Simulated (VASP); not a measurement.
# BaGe3W2 (P6/mmm) in VASP: a series of runs, part 2 of 2

VASP 6.6.1. Earlier steps stand in the parts before.

## 4. Single point, PBE

Input file INCAR:

```
SYSTEM = BaGe3W2
PREC     = Accurate       ! precision mode
ENCUT    = 520            ! plane-wave cutoff, eV
EDIFF    = 1E-7           ! SCF threshold, eV
ISMEAR   = 0              ! smearing method
SIGMA    = 0.1            ! smearing width, eV
LREAL    = .False.        ! projectors in reciprocal space
LASPH    = .True.         ! aspherical terms in the spheres
NELM     = 100            ! most SCF steps
ALGO     = Normal         ! electronic algorithm
ISIF     = 2              ! what is computed and relaxed
LWAVE    = .False.        ! write WAVECAR
LCHARG   = .True.         ! write CHGCAR
GGA      = PE             ! functional
LELF     = .True.         ! ELF
LVHAR    = .True.       
NBANDS   = 49             ! bands
```

Input file KPOINTS:

```
regular mesh
0
Gamma
  3 3 6
  0 0 0
```

Input file POSCAR:

```
BaGe3W2
1.0
    6.9496558195      0.0000000000      0.0000000000
   -3.4748279098      6.0185784873      0.0000000000
    0.0000000000      0.0000000000      3.1906898288
Ba Ge W
1 3 2
Direct
    0.0000000000      0.0000000000      0.0000000000
    0.5000000000      0.0000000000      0.5000000000
    0.5000000000      0.5000000000      0.5000000000
    0.0000000000      0.5000000000      0.5000000000
    0.3333333333      0.6666666667      0.0000000000
    0.6666666667      0.3333333333      0.0000000000
```

Potentials or basis: VASP PAW PBE potentials, release 64 (Ba_sv, Ge_d, W_sv).

The run is started by

```sh
> cat potpaw_PBE.64/Ba_sv/POTCAR potpaw_PBE.64/Ge_d/POTCAR potpaw_PBE.64/W_sv/POTCAR > POTCAR
> mpirun -np 1 vasp_std > vasp.out
```

OUTCAR:

```text
SYSTEM = BaGe3W2
   PREC = Accurate
   ENCUT = 520
   EDIFF = 1E-7
   ISMEAR = 0
   LREAL = .False.
   LASPH = .True.
   NELM = 100
   ISIF = 2
   GGA = PE

 ion  position               nearest neighbor table
   1  0.000  0.000  0.000-   2 3.82   2 3.82   2 3.82   2 3.82   3 3.82   3 3.82   3 3.82   3 3.82
                             4 3.82   4 3.82   4 3.82   4 3.82   6 4.01   5 4.01   5 4.01   6 4.01
   2  0.500  0.000  0.500-   5 2.56   6 2.56   5 2.56   6 2.56   1 3.82   1 3.82   1 3.82   1 3.82

   3  0.500  0.500  0.500-   5 2.56   6 2.56   5 2.56   6 2.56   1 3.82   1 3.82   1 3.82   1 3.82

   4  0.000  0.500  0.500-   5 2.56   6 2.56   5 2.56   6 2.56   1 3.82   1 3.82   1 3.82   1 3.82

   5  0.333  0.667  0.000-   4 2.56   4 2.56   2 2.56   2 2.56   3 2.56   3 2.56   1 4.01   1 4.01
                             1 4.01
   6  0.667  0.333  0.000-   4 2.56   4 2.56   2 2.56   2 2.56   3 2.56   3 2.56   1 4.01   1 4.01
                             1 4.01

  LATTYP: Found a hexagonal cell.
 ALAT       =     6.9496558195
 C/A-ratio  =     0.4591147982

  Lattice vectors:

 A1 = (   6.9496558195,   0.0000000000,   0.0000000000)
 A2 = (  -3.4748279098,   6.0185784873,   0.0000000000)
 A3 = (   0.0000000000,   0.0000000000,   3.1906898288)

Analysis of symmetry for initial positions (statically):
=====================================================================
 Subroutine PRICEL returns:
 Original cell was already a primitive cell.

 Routine SETGRP: Setting up the symmetry group for a
 hexagonal supercell.

 Subroutine GETGRP returns: Found 24 space group operations
 (whereof 24 operations were pure point group operations)
 out of a pool of 24 trial point group operations.

The static configuration has the point symmetry D_6h.

Analysis of symmetry for dynamics (positions and initial velocities):
=====================================================================
 Subroutine PRICEL returns:
 Original cell was already a primitive cell.

 Routine SETGRP: Setting up the symmetry group for a
 hexagonal supercell.

 Subroutine GETGRP returns: Found 24 space group operations
 (whereof 24 operations were pure point group operations)
 out of a pool of 24 trial point group operations.

The dynamic configuration has the point symmetry D_6h.

 Subroutine INISYM returns: Found 24 space group operations
 (whereof 24 operations are pure point group operations),
 and found     1 'primitive' translations

----------------------------------------------------------------------------------------

                                     Primitive cell

  volume of cell :     133.4571

  direct lattice vectors                    reciprocal lattice vectors
     6.949655820  0.000000000  0.000000000     0.143892018  0.083076095  0.000000000
    -3.474827910  6.018578487  0.000000000     0.000000000  0.166152191  0.000000000
     0.000000000  0.000000000  3.190689829     0.000000000  0.000000000  0.313411849

  length of vectors
     6.949655820  6.949655820  3.190689829     0.166152191  0.166152191  0.313411849

  position of ions in fractional coordinates (direct lattice)
     0.000000000  0.000000000  0.000000000
     0.500000000  0.000000000  0.500000000
     0.500000000  0.500000000  0.500000000
     0.000000000  0.500000000  0.500000000
[... 45 lines left out ...]
  0.333333  0.333333  0.166667      4.000000
  0.000000  0.000000  0.333333      2.000000
  0.333333  0.000000  0.333333     12.000000
  0.333333  0.333333  0.333333      4.000000
  0.000000  0.000000  0.500000      1.000000
  0.333333  0.000000  0.500000      6.000000
  0.333333  0.333333  0.500000      2.000000
   k-points           NKPTS =     12   k-points in BZ     NKDIM =     12   number of bands    NBANDS=     49
   number of dos      NEDOS =    301   number of ions     NIONS =      6
   total plane-waves  NPLWV =  69984
   dimension x,y,z NGX =    54 NGY =   54 NGZ =   24
   dimension x,y,z NGXF=   108 NGYF=  108 NGZF=   48
   ions per type =               1   3   2
   NGX,Y,Z   is equivalent  to a cutoff of  12.92, 12.92, 12.50 a.u.
   NGXF,Y,Z  is equivalent  to a cutoff of  25.84, 25.84, 25.01 a.u.
 SYSTEM =  BaGe3W2
   PREC   = accura    normal or accurate (medium, high low for compatibility)
   ISTART =      0    job   : 0-new  1-cont  2-samecut
   ICHARG =      2    charge: 1-file 2-atom 10-const
   ISPIN  =      1    spin polarized calculation?
   LNONCOLLINEAR =      F non collinear calculations
   LSORBIT =      F    spin-orbit coupling
   LASPH  =      T    aspherical Exc in radial PAW
   ENCUT  =  520.0 eV  38.22 Ry    6.18 a.u.  12.92 12.92  5.93*2*pi/ulx,y,z
   NELM   =    100;   NELMIN=  2; NELMDL= -5     # of ELM steps
   EDIFF  = 0.1E-06   stopping-criterion for ELM
   LREAL  =      F    real-space projection
   EDIFFG = 0.1E-05   stopping-criterion for IOM
   NSW    =      0    number of steps for IOM
   IBRION =     -1    ionic relax: 0-MD 1-quasi-New 2-CG
   NFREE  =      0    steps in history (QN), initial steepest desc. (CG)
   ISIF   =      2    stress and relaxation
   ISYM   =      2    0-nonsym 1-usesym 2-fastsym
   POTIM  = 0.5000    time-step for ionic-motion
   TEBEG  =    0.0;   TEEND  =   0.0 temperature during run
   PSTRESS=    0.0 pullay stress
   NELECT =      80.0000    total number of electrons
   NUPDOWN=      -1.0000    fix difference up-down
   EMIN   =  10.00;   EMAX   =-10.00  energy-range for DOS
   EFERMI =   0.00;   METHOD = LEGACY
   ISMEAR =     0;   SIGMA  =   0.10  broadening in eV -4-tet -1-fermi 0-gaus
   EFERMI_NEDOS =   21; number of points for ismear=-14 and -15
   IALGO  =     38    algorithm
   IMIX   =      4    mixing-type and parameters
     AMIX     =   0.40;   BMIX     =  1.00
     AMIX_MAG =   1.60;   BMIX_MAG =  1.00
  volume/ion in A,a.u.               =      22.24       150.10
  Fermi-wavevector in a.u.,A,eV,Ry     =   1.380355  2.608493 25.924279  1.905381
  Thomas-Fermi vector in A             =   2.505240
   LORBIT       =      0    0 simple, 1 ext, 2 COOP (PROOUT), +10 PAW based schemes
   GGA     = PE    functional components
   LHFCALC =     F    Hartree Fock is set to
   AEXX    =    0.0000 exact exchange contribution
   IVDW    =     0    specifies the selected vdW correction
   LEPSILON=     F    determine dielectric tensor
   LRPA    =     F    only Hartree local field effects (RPA)
 non-spin polarized calculation
 Gauss-broadening in eV      SIGMA  =   0.10
  energy-cutoff  :      520.00
  volume of cell :      133.46
 maximum number of plane-waves:      3636
 NGX is ok and might be reduce to    54
   NGX = 25   NGY = 25   NGZ = 11

 number of electron      79.9999967 magnetization

 Free energy of the ion-electron system (eV)
  ---------------------------------------------------
  ext. energy  EPLUGINS =         0.00000000
  ---------------------------------------------------
  free energy    TOTEN  =       -39.40801759 eV

  energy without entropy =      -39.38252717  energy(sigma->0) =      -39.39527238

 E-fermi :   6.2838     XC(G=0): -10.8849

 val. band max:        6.2679094736   @ k =   0.0000   0.0000   0.0000
 cond. band min:       6.2957622289   @ k =   0.3333   0.0000   0.3333
 fundamental gap:      0.0278527553
 Fermi energy:         6.2838116836

 k-point     1 :       0.0000    0.0000    0.0000
  band No.  band energies     occupation
      1     -67.6224      2.00000
      2     -67.6220      2.00000
      3     -31.8697      2.00000
      4     -31.8661      2.00000
      5     -31.8529      2.00000
      6     -31.8529      2.00000
[... 613 lines left out ...]
     48       9.3827      0.00000
     49       9.7122      0.00000

------------------------ aborting loop because EDIFF is reached ----------------------------------------

  FORCE on cell =-STRESS in cart. coord.  units (eV):
  Direction    XX          YY          ZZ          XY          YZ          ZX
  --------------------------------------------------------------------------------------
  -------------------------------------------------------------------------------------
  Total        0.4737597      0.4737597      0.3339568     -0.0000000     -0.0000000      0.0000000
  in kB        5.6875719      5.6875719      4.0092122     -0.0000000     -0.0000000      0.0000000
  external PRESSURE =       5.1281186 kB  Pullay stress =       0.0000000 kB

 VOLUME and BASIS-vectors are now :
 -----------------------------------------------------------------------------
  energy-cutoff  :      520.00
  volume of cell :      133.46
      direct lattice vectors                 reciprocal lattice vectors
     6.949655820  0.000000000  0.000000000     0.143892018  0.083076095  0.000000000
    -3.474827910  6.018578487  0.000000000     0.000000000  0.166152191  0.000000000
     0.000000000  0.000000000  3.190689829     0.000000000  0.000000000  0.313411849

 POSITION                                       TOTAL-FORCE (eV/Angst)
 -----------------------------------------------------------------------------------
      0.00000      0.00000      0.00000        -0.000000      0.000000      0.000000
      3.47483      0.00000      1.59534        -0.000000      0.000000      0.000000
      1.73741      3.00929      1.59534        -0.000000      0.000000      0.000000
     -1.73741      3.00929      1.59534        -0.000000      0.000000      0.000000
     -0.00000      4.01239      0.00000        -0.000000      0.000000      0.000000
      3.47483      2.00619      0.00000         0.000000     -0.000000      0.000000
 -----------------------------------------------------------------------------------
    total drift:                                0.000000      0.000000      0.000000

  FREE ENERGIE OF THE ION-ELECTRON SYSTEM (eV)
  ---------------------------------------------------
  free  energy   TOTEN  =       -39.4080175897 eV

  energy  without entropy=      -39.3825271737  energy(sigma->0) =      -39.39527238
```

Run time: 58 s. Hardware: 1 thread of Intel Xeon 6975P-C (Granite Rapids), shared host; peak memory 0.28 GiB.

Results:

```yaml
Free_energy: -39.4080 eV
Pressure: 0.5 GPa
Band_gap_on_the_k_mesh: zero (bands 40 and 41 overlap by 1.13 eV)
```

Stress tensor (GPa, compression positive):
```
0.57 0.00 0.00
0.00 0.57 0.00
0.00 0.00 0.40
```

Caveat: spin-orbit coupling is left out, which moves the levels of the heavy elements.

## 5. Overview

| cell | k mesh | gap on the mesh (eV) | pressure (GPa) |
| --- | --- | --- | --- |
| a = 6.929, b = 6.929, c = 3.213 Å, angles 90.0, 90.0, 120.0°, 6 atoms | 6 × 6 × 12 | none | 0.4 |
| a = 6.331, b = 6.331, c = 3.426 Å, angles 90.0, 90.0, 120.0°, 6 atoms | 3 × 3 × 6 | none | 12.1 |
| a = 6.950, b = 6.950, c = 3.191 Å, angles 90.0, 90.0, 120.0°, 6 atoms | 3 × 3 × 6 | none | 0.5 |

Alike in all rows: task single point; level PBE; potentials or basis VASP PAW PBE potentials, release 64 (Ba_sv, Ge_d, W_sv); no spin polarisation; cutoff (eV) 520; smearing gaussian 0.1 eV.

Caveats: some runs use coarse meshes; spin-orbit coupling is left out, which moves the levels of the heavy elements.

Absolute energies hang on the potentials; compare differences alone.
